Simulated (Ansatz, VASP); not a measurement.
**Sb: VASP beside Ansatz**

```xyz
2
Lattice="2.1067 1.2163 3.6676 -2.1067 1.2163 3.6676 0.0000 -2.4326 3.6676" Properties=species:S:1:pos:R:3 pbc="T T T"
Sb    0.0000    0.0000    2.5707
Sb    0.0000    0.0000    8.4320
```

Change from the starting cell: volume scaled by 0.94.

Alike in both runs: task single point; functional PBE; k mesh 9 × 9 × 9; occupations fermi-dirac, width 0.05 eV; no spin polarisation.

```csv
,VASP,Ansatz
version,VASP 6.6.1,Ansatz 0.2.0
potentials or method,"VASP PAW PBE potentials, release 64 (Sb), cutoff 520 eV","all-electron LAPW, scalar-relativistic"
```

```csv
,VASP,Ansatz,Ansatz less VASP
pressure (GPa),7.8,7.6,-0.15
"traceless stress, the component that is largest in VASP (GPa)",-0.88,-0.82,+0.058
rms of the force components (eV/Å),0.360,0.325,-0.0350
```

Atom by atom the forces differ by 0.035 eV/Å (rms over components). Ansatz ran all-electron here, and VASP with PAW potentials.

Neither program's run includes spin-orbit coupling.
